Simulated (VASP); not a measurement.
# SiW16 in VASP: notebook

The runs below take SiW16 through single point, with PBE.

All numbers are computed with VASP 6.6.1; they aren't measurements. Logs are shortened: lines on timing, memory, paths and dates and some standing lists are left out, and cuts for length are marked.

### Step 1. The cell of the first run

The cell holds a slab with vacuum, 17 atoms: a = 6.367 Å, b = 6.367 Å, c = 20.143 Å, α = 90.00°, β = 90.00°, γ = 90.00°.

### Step 2. Single point, PBE

Contents of INCAR:

```
SYSTEM = SiW16
  PREC = Accurate
  ENCUT = 520
  EDIFF = 1E-6
  ISMEAR = 0
  SIGMA = 0.1
  LREAL = Auto
  LASPH = .True.
  NELM = 60
  ALGO = Normal
  ISIF = 2
  LWAVE = .False.
  LCHARG = .True.
  LDIPOL = .True.
  IDIPOL = 3
  DIPOL = 0.5 0.5 0.328
  GGA = PE
  LELF = .True.
  LVHAR = .True.
  LVACPOTAV = .True.
  NBANDS = 128
```

Contents of KPOINTS:

```
regular mesh
0
Gamma
  4 4 1
  0 0 0
```

Contents of POSCAR:

```
SiW16
1.0
    6.3673983380      0.0000000000      0.0000000000
    0.0000000000      6.3673983380      0.0000000000
    0.0000000000      0.0000000000     20.1425770443
W Si
16 1
Direct
    0.2500000000      0.2500000000      0.1985843217
    0.2500000000      0.7500000000      0.1985843217
    0.7500000000      0.2500000000      0.1985843217
    0.7500000000      0.7500000000      0.1985843217
    0.0000000000      0.0000000000      0.2776134142
    0.0000000000      0.5000000000      0.2776134142
    0.5000000000      0.0000000000      0.2776134142
    0.5000000000      0.5000000000      0.2776134142
    0.2500000000      0.2500000000      0.3599451664
    0.2500000000      0.7500000000      0.3599451664
    0.7500000000      0.2500000000      0.3599451664
    0.7500000000      0.7500000000      0.3599451664
    0.0000000000      0.0000000000      0.4290700751
    0.0000000000      0.5000000000      0.4290700751
    0.5000000000      0.0000000000      0.4290700751
    0.5000000000      0.5000000000      0.4290700751
    0.0625000000      0.2500000000      0.5173993583
```

Potentials or basis: VASP PAW PBE potentials, release 64 (W_sv, Si).

On the command line:

```bash
> cat potpaw_PBE.64/W_sv/POTCAR potpaw_PBE.64/Si/POTCAR > POTCAR
> mpirun -np 1 vasp_std > vasp.out
```

OUTCAR:

```text
SYSTEM = SiW16
   PREC = Accurate
   ENCUT = 520
   EDIFF = 1E-6
   ISMEAR = 0
   LREAL = Auto
   LASPH = .True.
   NELM = 60
   ISIF = 2
   GGA = PE

 ion  position               nearest neighbor table
   1  0.250  0.250  0.199-   5 2.76   6 2.76   7 2.76   8 2.76   2 3.18   3 3.18   2 3.18   3 3.18
                             9 3.25
   2  0.250  0.750  0.199-   5 2.76   6 2.76   7 2.76   8 2.76   1 3.18   4 3.18   1 3.18   4 3.18
                            10 3.25
   3  0.750  0.250  0.199-   5 2.76   6 2.76   7 2.76   8 2.76   1 3.18   4 3.18   4 3.18   1 3.18
                            11 3.25
   4  0.750  0.750  0.199-   5 2.76   6 2.76   7 2.76   8 2.76   2 3.18   3 3.18   3 3.18   2 3.18
                            12 3.25
   5  0.000  0.000  0.278-   1 2.76   2 2.76   3 2.76   4 2.76   9 2.80  10 2.80  11 2.80  12 2.80
                            13 3.05   7 3.18   6 3.18   6 3.18   7 3.18
   6  0.000  0.500  0.278-   1 2.76   2 2.76   3 2.76   4 2.76   9 2.80  10 2.80  11 2.80  12 2.80
                            14 3.05   8 3.18   5 3.18   5 3.18   8 3.18
   7  0.500  0.000  0.278-   1 2.76   2 2.76   3 2.76   4 2.76   9 2.80  10 2.80  11 2.80  12 2.80
                            15 3.05   8 3.18   5 3.18   8 3.18   5 3.18
   8  0.500  0.500  0.278-   1 2.76   2 2.76   3 2.76   4 2.76   9 2.80  10 2.80  11 2.80  12 2.80
                            16 3.05   7 3.18   6 3.18   7 3.18   6 3.18
   9  0.250  0.250  0.360-  13 2.65  14 2.65  15 2.65  16 2.65   5 2.80   6 2.80   7 2.80   8 2.80
                            10 3.18  11 3.18  10 3.18  11 3.18   1 3.25
  10  0.250  0.750  0.360-  13 2.65  14 2.65  15 2.65  16 2.65   5 2.80   6 2.80   7 2.80   8 2.80
                             9 3.18  12 3.18   9 3.18  12 3.18   2 3.25
  11  0.750  0.250  0.360-  13 2.65  14 2.65  15 2.65  16 2.65   5 2.80   6 2.80   7 2.80   8 2.80
                             9 3.18  12 3.18  12 3.18   9 3.18   3 3.25
  12  0.750  0.750  0.360-  13 2.65  14 2.65  15 2.65  16 2.65   5 2.80   6 2.80   7 2.80   8 2.80
                            10 3.18  11 3.18  11 3.18  10 3.18   4 3.25
  13  0.000  0.000  0.429-  17 2.42  10 2.65  11 2.65  12 2.65   9 2.65   5 3.05  15 3.18  14 3.18
                            14 3.18  15 3.18
  14  0.000  0.500  0.429-  17 2.42  10 2.65  11 2.65  12 2.65   9 2.65   6 3.05  16 3.18  13 3.18
                            13 3.18  16 3.18
  15  0.500  0.000  0.429-   9 2.65  10 2.65  11 2.65  12 2.65   7 3.05  13 3.18  16 3.18  16 3.18
                            13 3.18
  16  0.500  0.500  0.429-   9 2.65  10 2.65  11 2.65  12 2.65   8 3.05  14 3.18  15 3.18  15 3.18
                            14 3.18
  17  0.062  0.250  0.517-  13 2.42  14 2.42

  LATTYP: Found a simple tetragonal cell.
 ALAT       =     6.3673983380
 C/A-ratio  =     3.1633920127

  Lattice vectors:

 A1 = (   6.3673983380,   0.0000000000,   0.0000000000)
 A2 = (   0.0000000000,   6.3673983380,   0.0000000000)
 A3 = (   0.0000000000,   0.0000000000,  20.1425770443)

Analysis of symmetry for initial positions (statically):
=====================================================================
 Subroutine PRICEL returns:
 Original cell was already a primitive cell.

 Routine SETGRP: Setting up the symmetry group for a
 simple tetragonal supercell.

 Subroutine GETGRP returns: Found  2 space group operations
 (whereof  1 operations were pure point group operations)
 out of a pool of 16 trial point group operations.

The static configuration has the point symmetry C_1 .
 The point group associated with its full space group is C_1h.

Analysis of symmetry for dynamics (positions and initial velocities):
=====================================================================
 Subroutine PRICEL returns:
 Original cell was already a primitive cell.

 Routine SETGRP: Setting up the symmetry group for a
 simple tetragonal supercell.

 Subroutine GETGRP returns: Found  2 space group operations
 (whereof  1 operations were pure point group operations)
 out of a pool of 16 trial point group operations.

The dynamic configuration has the point symmetry C_1 .
 The point group associated with its full space group is C_1h.

 Subroutine INISYM returns: Found  2 space group operations
 (whereof  1 operations are pure point group operations),
 and found     1 'primitive' translations

----------------------------------------------------------------------------------------

                                     Primitive cell

  volume of cell :     816.6558

  direct lattice vectors                    reciprocal lattice vectors
     6.367398338  0.000000000  0.000000000     0.157050014  0.000000000  0.000000000
     0.000000000  6.367398338  0.000000000     0.000000000  0.157050014  0.000000000
     0.000000000  0.000000000 20.142577044     0.000000000  0.000000000  0.049646080

  length of vectors
     6.367398338  6.367398338 20.142577044     0.157050014  0.157050014  0.049646080

  position of ions in fractional coordinates (direct lattice)
     0.250000000  0.250000000  0.198584322
     0.250000000  0.750000000  0.198584322
     0.750000000  0.250000000  0.198584322
     0.750000000  0.750000000  0.198584322
     0.000000000  0.000000000  0.277613414
     0.000000000  0.500000000  0.277613414
[... 9 lines left out ...]
     0.500000000  0.500000000  0.429070075
     0.062500000  0.250000000  0.517399358

  ion indices of the primitive-cell ions
   primitive index   ion index
                 1           1
                 2           2
                 3           3
                 4           4
                 5           5
                 6           6
[... 9 lines left out ...]
                16          16
                17          17

----------------------------------------------------------------------------------------

 KPOINTS: regular mesh

Automatic generation of k-mesh.
 Grid dimensions read from file:
 generate k-points for:    4    4    1

 Generating k-lattice:

  Cartesian coordinates                     Fractional coordinates (reciprocal lattice)
     0.039262504  0.000000000  0.000000000     0.250000000  0.000000000  0.000000000
     0.000000000  0.039262504  0.000000000     0.000000000  0.250000000  0.000000000
     0.000000000  0.000000000  0.049646080     0.000000000  0.000000000  1.000000000

  Length of vectors
     0.039262504  0.039262504  0.049646080

  Shift w.r.t. Gamma in fractional coordinates (k-lattice)
     0.000000000  0.000000000  0.000000000

 Subroutine IBZKPT returns following result:
 ===========================================

 Found      9 irreducible k-points:

 Following reciprocal coordinates:
            Coordinates               Weight
  0.000000  0.000000  0.000000      1.000000
  0.250000  0.000000  0.000000      2.000000
  0.000000  0.250000  0.000000      2.000000
  0.500000  0.000000  0.000000      1.000000
  0.000000  0.500000  0.000000      1.000000
  0.250000  0.250000  0.000000      4.000000
  0.500000  0.250000  0.000000      2.000000
 -0.250000  0.500000  0.000000      2.000000
  0.500000  0.500000  0.000000      1.000000
   k-points           NKPTS =      9   k-points in BZ     NKDIM =      9   number of bands    NBANDS=    128
   number of dos      NEDOS =    301   number of ions     NIONS =     17
   total plane-waves  NPLWV = 345600
   dimension x,y,z NGX =    48 NGY =   48 NGZ =  150
   dimension x,y,z NGXF=    96 NGYF=   96 NGZF=  300
   ions per type =              16   1
   NGX,Y,Z   is equivalent  to a cutoff of  12.53, 12.53, 12.38 a.u.
   NGXF,Y,Z  is equivalent  to a cutoff of  25.06, 25.06, 24.76 a.u.
 SYSTEM =  SiW16
   PREC   = accura    normal or accurate (medium, high low for compatibility)
   ISTART =      0    job   : 0-new  1-cont  2-samecut
   ICHARG =      2    charge: 1-file 2-atom 10-const
   ISPIN  =      1    spin polarized calculation?
   LNONCOLLINEAR =      F non collinear calculations
   LSORBIT =      F    spin-orbit coupling
   LASPH  =      T    aspherical Exc in radial PAW
   ENCUT  =  520.0 eV  38.22 Ry    6.18 a.u.  11.84 11.84 37.45*2*pi/ulx,y,z
   NELM   =     60;   NELMIN=  2; NELMDL= -5     # of ELM steps
   EDIFF  = 0.1E-05   stopping-criterion for ELM
   LREAL  =      T    real-space projection
   EDIFFG = 0.1E-04   stopping-criterion for IOM
   NSW    =      0    number of steps for IOM
   IBRION =     -1    ionic relax: 0-MD 1-quasi-New 2-CG
   NFREE  =      0    steps in history (QN), initial steepest desc. (CG)
   ISIF   =      2    stress and relaxation
   ISYM   =      2    0-nonsym 1-usesym 2-fastsym
   POTIM  = 0.5000    time-step for ionic-motion
   TEBEG  =    0.0;   TEEND  =   0.0 temperature during run
   PSTRESS=    0.0 pullay stress
   NELECT =     228.0000    total number of electrons
   NUPDOWN=      -1.0000    fix difference up-down
   EMIN   =  10.00;   EMAX   =-10.00  energy-range for DOS
   EFERMI =   0.00;   METHOD = LEGACY
   ISMEAR =     0;   SIGMA  =   0.10  broadening in eV -4-tet -1-fermi 0-gaus
   EFERMI_NEDOS =   21; number of points for ismear=-14 and -15
   IALGO  =     38    algorithm
   IMIX   =      4    mixing-type and parameters
     AMIX     =   0.40;   BMIX     =  1.00
     AMIX_MAG =   1.60;   BMIX_MAG =  1.00
  volume/ion in A,a.u.               =      48.04       324.18
  Fermi-wavevector in a.u.,A,eV,Ry     =   1.069974  2.021959 15.576567  1.144845
  Thomas-Fermi vector in A             =   2.205670
   LORBIT       =      0    0 simple, 1 ext, 2 COOP (PROOUT), +10 PAW based schemes
   GGA     = PE    functional components
   LHFCALC =     F    Hartree Fock is set to
   AEXX    =    0.0000 exact exchange contribution
   IVDW    =     0    specifies the selected vdW correction
   LEPSILON=     F    determine dielectric tensor
   LRPA    =     F    only Hartree local field effects (RPA)
 non-spin polarized calculation
 Gauss-broadening in eV      SIGMA  =   0.10
  energy-cutoff  :      520.00
  volume of cell :      816.66
 maximum number of plane-waves:     22040
   NGX = 23   NGY = 23   NGZ = 75

 dipolmoment           0.000000      0.000000     -0.009799 electrons x Angstroem

 number of electron     227.9999966 magnetization

 dipolmoment           0.000000      0.000000      0.094006 electrons x Angstroem

 Free energy of the ion-electron system (eV)
  ---------------------------------------------------
  ext. energy  EPLUGINS =         0.00000000
  ---------------------------------------------------
  free energy    TOTEN  =      -191.86574828 eV

  energy without entropy =     -191.75764944  energy(sigma->0) =     -191.81169886

 E-fermi :   0.8234     XC(G=0):  -5.6801

 val. band max:        0.8105225127   @ k =   0.5000   0.5000   0.0000
 cond. band min:       0.8356073128   @ k =   0.0000   0.5000   0.0000
 fundamental gap:      0.0250848001
 Fermi energy:         0.8233574876

 k-point     1 :       0.0000    0.0000    0.0000
  band No.  band energies     occupation
      1     -73.0662      2.00000
      2     -73.0086      2.00000
      3     -72.9974      2.00000
      4     -72.9948      2.00000
      5     -72.9897      2.00000
      6     -72.9830      2.00000
[... 118 lines left out ...]
    125       2.3563      0.00000
    126       2.5133      0.00000

 k-point     2 :       0.2500    0.0000    0.0000
  band No.  band energies     occupation
      1     -73.0606      2.00000
      2     -73.0155      2.00000
      3     -73.0084      2.00000
      4     -72.9919      2.00000
      5     -72.9872      2.00000
      6     -72.9765      2.00000
[... 1021 lines left out ...]
    125       2.1455      0.00000
    126       2.2219      0.00000
 [bands above 126 left out]

------------------------ aborting loop because EDIFF is reached ----------------------------------------

  FORCE on cell =-STRESS in cart. coord.  units (eV):
  Direction    XX          YY          ZZ          XY          YZ          ZX
  --------------------------------------------------------------------------------------
  -------------------------------------------------------------------------------------
  Total      -22.5072785    -18.9586024    -10.7207782      0.0000000      0.0000000      1.6533761
  in kB      -44.1564849    -37.1944232    -21.0328353      0.0000000      0.0000000      3.2437186
  external PRESSURE =     -34.1279144 kB  Pullay stress =       0.0000000 kB

 VOLUME and BASIS-vectors are now :
 -----------------------------------------------------------------------------
  energy-cutoff  :      520.00
  volume of cell :      816.66
      direct lattice vectors                 reciprocal lattice vectors
     6.367398338  0.000000000  0.000000000     0.157050014  0.000000000  0.000000000
     0.000000000  6.367398338  0.000000000     0.000000000  0.157050014  0.000000000
     0.000000000  0.000000000 20.142577044     0.000000000  0.000000000  0.049646080

 POSITION                                       TOTAL-FORCE (eV/Angst)
 -----------------------------------------------------------------------------------
      1.59185      1.59185      4.00000         0.075866      0.000000      2.131004
      1.59185      4.77555      4.00000        -0.040738      0.000000      2.056124
      4.77555      1.59185      4.00000        -0.066582      0.000000      2.163463
      4.77555      4.77555      4.00000         0.019599      0.000000      2.059424
      0.00000      0.00000      5.59185         0.010224      0.070322     -2.242710
      0.00000      3.18370      5.59185         0.010224     -0.070322     -2.242710
[... 9 lines left out ...]
      3.18370      3.18370      8.64258         0.005175     -0.019908      0.086303
      0.39796      1.59185     10.42176         0.887223      0.000000      0.015666
 -----------------------------------------------------------------------------------
    total drift:                                0.000006     -0.000000      0.006135

  FREE ENERGIE OF THE ION-ELECTRON SYSTEM (eV)
  ---------------------------------------------------
  free  energy   TOTEN  =      -191.8657482846 eV

  energy  without entropy=     -191.7576494387  energy(sigma->0) =     -191.81169886

 vacuum level on the upper side and lower side of the slab         5.386         4.967
```

It took 40 min on 1 thread of AMD EPYC 9R45 (Zen 5), shared host; peak memory 1 GiB.

Results:

* Free energy: -191.8657 eV
* Largest force: 2.244 eV/Å
* Band gap on the k mesh: zero (bands 114 and 115 overlap by 0.32 eV)

Forces on the atoms (eV/Å):
```
W    0.076  0.000  2.131
W   -0.041  0.000  2.056
W   -0.067  0.000  2.163
W    0.020  0.000  2.059
W    0.010  0.070 -2.243
W    0.010 -0.070 -2.243
W    0.055  0.039 -2.145
W    0.055 -0.039 -2.145
W    0.250  0.000 -0.200
W    0.690  0.000 -0.256
W   -0.422  0.000 -0.437
W   -0.819  0.000 -0.349
W   -0.358 -0.365  0.710
W   -0.358  0.365  0.710
W    0.005  0.020  0.086
W    0.005 -0.020  0.086
Si   0.887  0.000  0.016
```

Levels at points of the mesh, in eV from the Fermi level:
```
           k point  band 113  band 114  band 115  band 116  band 117  band 118
(0.00, 0.00, 0.00)      0.06      0.23      0.53      0.74      0.84      0.85
(0.50, 0.00, 0.00)     -0.16     -0.13     -0.03     -0.02      0.23      0.63
(0.00, 0.50, 0.00)     -0.13     -0.05     -0.02      0.01      0.18      0.64
(0.50, 0.50, 0.00)     -0.12     -0.05     -0.04     -0.03     -0.01      0.17
```

Caveat: spin-orbit coupling is left out, which moves the levels of the heavy elements.

### Step 3. Single point, PBE

Contents of INCAR:

```
ALGO = Fast
DIPOL = 0.5 0.5 0.327
EDIFF = 1E-6
ENCUT = 520
GGA = PE
IDIPOL = 3
ISIF = 2
ISMEAR = 0
LASPH = T
LCHARG = T
LDIPOL = T
LELF = T
LREAL = Auto
LVACPOTAV = T
LVHAR = T
LWAVE = F
NBANDS = 128
NELM = 60
PREC = Accurate
SIGMA = 0.1
```

Contents of KPOINTS:

```
k-points
0
Gamma
  4 4 1
```

POSCAR: that of step 2 with these lines changed.

```diff
@@ -24,2 +24,2 @@
     0.5000000000      0.5000000000      0.4290700751
-    0.0625000000      0.2500000000      0.5173993583
+    0.1875000000      0.2500000000      0.4964582972
```

Potentials or basis: VASP PAW PBE potentials, release 64 (W_sv, Si).

On the command line:

```bash
> cat potpaw_PBE.64/W_sv/POTCAR potpaw_PBE.64/Si/POTCAR > POTCAR
> mpirun -np 1 vasp_std > vasp.out
```

OUTCAR:

```text
EDIFF = 1E-6
   ENCUT = 520
   GGA = PE
   ISIF = 2
   ISMEAR = 0
   LASPH = T
   LREAL = Auto
   NELM = 60
   PREC = Accurate

 ion  position               nearest neighbor table
   1  0.250  0.250  0.199-   5 2.76   6 2.76   7 2.76   8 2.76   2 3.18   3 3.18   2 3.18   3 3.18
                             9 3.25
   2  0.250  0.750  0.199-   5 2.76   6 2.76   7 2.76   8 2.76   1 3.18   4 3.18   1 3.18   4 3.18
                            10 3.25
   3  0.750  0.250  0.199-   5 2.76   6 2.76   7 2.76   8 2.76   1 3.18   4 3.18   4 3.18   1 3.18
                            11 3.25
   4  0.750  0.750  0.199-   5 2.76   6 2.76   7 2.76   8 2.76   2 3.18   3 3.18   3 3.18   2 3.18
                            12 3.25
   5  0.000  0.000  0.278-   1 2.76   2 2.76   3 2.76   4 2.76   9 2.80  10 2.80  11 2.80  12 2.80
[... 1411 lines left out ...]
  energy-cutoff  :      520.00
  volume of cell :      816.66
      direct lattice vectors                 reciprocal lattice vectors
     6.367398338  0.000000000  0.000000000     0.157050014  0.000000000  0.000000000
     0.000000000  6.367398338  0.000000000     0.000000000  0.157050014  0.000000000
     0.000000000  0.000000000 20.142577044     0.000000000  0.000000000  0.049646080

 POSITION                                       TOTAL-FORCE (eV/Angst)
 -----------------------------------------------------------------------------------
      1.59185      1.59185      4.00000         0.034749      0.000000      2.147204
      1.59185      4.77555      4.00000         0.045754      0.000000      2.132607
      4.77555      1.59185      4.00000        -0.048704      0.000000      2.161815
      4.77555      4.77555      4.00000        -0.031799      0.000000      1.958258
      0.00000      0.00000      5.59185        -0.037347     -0.050777     -2.066776
      0.00000      3.18370      5.59185        -0.037347      0.050777     -2.066776
[... 9 lines left out ...]
      3.18370      3.18370      8.64258        -0.390556     -0.391999      0.800011
      1.19389      1.59185      9.99995         2.471997      0.000000      0.015487
 -----------------------------------------------------------------------------------
    total drift:                               -0.000073     -0.000000      0.010352

  FREE ENERGIE OF THE ION-ELECTRON SYSTEM (eV)
  ---------------------------------------------------
  free  energy   TOTEN  =      -193.4059520833 eV

  energy  without entropy=     -193.2799234737  energy(sigma->0) =     -193.34293778

 vacuum level on the upper side and lower side of the slab         5.298         4.997
```

Wall time 61 min (1 thread of Oxide Virtual Turin-like, shared host); peak memory 1 GiB.

What came out:

```yaml
Free_energy: -193.4060 eV
Largest_force: 2.472 eV/Å
Band_gap_on_the_k_mesh: zero (bands 114 and 115 overlap by 0.17 eV)
```

Forces on the atoms (eV/Å):
```
W    0.035  0.000  2.147
W    0.046  0.000  2.133
W   -0.049  0.000  2.162
W   -0.032  0.000  1.958
W   -0.037 -0.051 -2.067
W   -0.037  0.051 -2.067
W    0.119 -0.063 -2.171
W    0.119  0.063 -2.171
W    0.173  0.000 -0.750
W    0.274  0.000 -0.382
W   -0.324  0.000 -0.433
W   -0.412  0.000 -0.724
W   -0.783 -0.773  0.375
W   -0.783  0.773  0.375
W   -0.391  0.392  0.800
W   -0.391 -0.392  0.800
Si   2.472  0.000  0.015
```

Caveat: spin-orbit coupling is left out, which moves the levels of the heavy elements.

(Part 1 of 2 ends here.)

The gap in the log of VASP goes by the Fermi energy; the results here count the filled bands.